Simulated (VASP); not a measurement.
## C: single point with r2SCAN

C:

```
C
1.0
     2.45573    0.00000    0.00000
    -1.22786    2.12672    0.00000
     0.00000    0.00000   21.73580
C
12
Direct
  0.00000 0.00000 0.91898
  0.33333 0.66667 0.91898
  0.00000 0.00000 0.74769
  0.33333 0.66667 0.74769
  0.66667 0.33333 0.25231
  0.00000 0.00000 0.25231
  0.66667 0.33333 0.08102
  0.00000 0.00000 0.08102
  0.33333 0.66667 0.58565
  0.66667 0.33333 0.58564
  0.33333 0.66667 0.41436
  0.66667 0.33333 0.41435
```

* Program: VASP 6.6.1
* Task: single point
* Functional: r2SCAN
* Potentials or basis: VASP PAW PBE potentials, release 64 (C)
* Cutoff: 520 eV
* k mesh: 18 × 18 × 2
* Occupations: gaussian, width 0.01 eV
* Spin: no spin polarisation

The pressure is 0.7 GPa.

Stress tensor (GPa, compression positive):
```
 1.03  0.00  0.00
 0.00  1.03  0.00
 0.00  0.00 -0.08
```

It took 23 min on 1 thread of Intel(R) Xeon(R) Platinum 8488C (Sapphire Rapids) (shared host), peak memory 0.34 GiB.

Caveat: the PAW data sets were made with another functional, which shifts forces and pressure a little.
